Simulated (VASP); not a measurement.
Zn, 1 atom in the cell. It takes space group Fm-3m (No. 225, cubic). Conventional cell: a = 3.930 Å, b = 3.930 Å, c = 3.930 Å, α = 90.00°, β = 90.00°, γ = 90.00°. Zn (site symmetry m-3m) has 12 Zn at 2.78 Å within 3.7 Å. This isn't the form of Zn at room conditions, which is hcp.

```yaml
Program: VASP 6.6.1
Task: single point
Functional: PBE
Potentials_or_basis: VASP PAW PBE potentials, release 64 (Zn)
Cutoff: 520 eV
k_mesh: 12 × 12 × 12
Occupations: gaussian, width 0.028 eV
Spin: no spin polarisation
Dipole_correction: no
Further_INCAR_settings: ALGO = Normal; EDIFF = 1e-06; NBANDS = 12
```

Potentials or basis: VASP PAW PBE potentials, release 64 (Zn).

Command:

```console
$ cat potpaw_PBE.64/Zn/POTCAR > POTCAR
$ mpirun -np 1 vasp_std > vasp.out
```

Hardware: 1 thread of Intel Xeon 8259CL, with other jobs on the host.

Question: How long does it take, and how much memory?

Answer: Run time: 14 s on 1 thread of Intel Xeon 8259CL (shared host), peak memory 0.14 GiB. Counts: scf iterations 10, k points 72.
